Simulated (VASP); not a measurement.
Write the native input for VASP 6.6.1 that does the following.

| Item | Value |
| --- | --- |
| Task | single point |
| Functional | PBE |
| Potentials or basis | VASP PAW PBE potentials, release 64 (Ge_d, Sb, Te) |
| Cutoff | 520 eV |
| k mesh | 12 × 12 × 2 |
| Occupations | gaussian, width 0.03 eV |
| Spin | no spin polarisation |
| Dipole correction | no |
| Further INCAR settings | ALGO = Normal; EDIFF = 1e-06; NBANDS = 44 |

The structure of Ge2Sb2Te5 lies in POSCAR:

```
Ge2Sb2Te5
1.0
    3.9394025865      0.0000000000      0.0000000000
   -1.9697012932      3.4116227156      0.0000000000
    0.0000000000      0.0000000000     20.0621955520
Ge Sb Te
2 2 5
Direct
    0.0000000000      0.0000000000      0.3313200918
    0.0000000000      0.0000000000      0.6686799082
    0.3333333333      0.6666666667      0.1120971408
    0.6666666667      0.3333333333      0.8879028592
    0.0000000000      0.0000000000      0.0000000000
    0.3333333333      0.6666666667      0.7914345914
    0.6666666667      0.3333333333      0.2085654086
    0.3333333333      0.6666666667      0.4096023866
    0.6666666667      0.3333333333      0.5903976134
```

This cell differs from its parent crystal: volume 29.959 Å^3 an atom, c/a of the conventional cell 5.0927.

These files were run (other wordings do the same):

INCAR

```
SYSTEM = Ge2Sb2Te5
ALGO     = Normal         ! electronic algorithm
EDIFF    = 1E-6           ! SCF threshold, eV
ENCUT    = 520            ! plane-wave cutoff, eV
GGA      = PE             ! functional
ISIF     = 2              ! what is computed and relaxed
ISMEAR   = 0              ! smearing method
LASPH    = .True.         ! aspherical terms in the spheres
LCHARG   = .False.        ! write CHGCAR
LREAL    = .False.        ! projectors in reciprocal space
LWAVE    = .False.        ! write WAVECAR
NBANDS   = 44             ! bands
NELM     = 100            ! most SCF steps
PREC     = Accurate       ! precision mode
SIGMA    = 0.03           ! smearing width, eV
```

KPOINTS

```
k-points
0
Gamma
  12 12 2
  0 0 0
```

Potentials or basis: VASP PAW PBE potentials, release 64 (Ge_d, Sb, Te).

Command:

```bash
$ cat potpaw_PBE.64/Ge_d/POTCAR potpaw_PBE.64/Sb/POTCAR potpaw_PBE.64/Te/POTCAR > POTCAR
$ mpirun -np 1 vasp_std > vasp.out
```

It gave:

```
Pressure               : 2.4 GPa
Largest force          : 0.216 eV/Å
Band gap on the k mesh : zero (band 34 reaches 7.08 eV, above the bottom of band 35 at 6.02 eV)
```

Caveat: spin-orbit coupling is left out, which moves the levels of the heavy elements; this functional lacks dispersion, which binds the layers, so the pressure and a relaxed spacing across them are unreliable.

It took 18 min on 1 thread of Intel(R) Xeon(R) Platinum 8488C (Sapphire Rapids), on a shared host, peak memory 0.62 GiB.
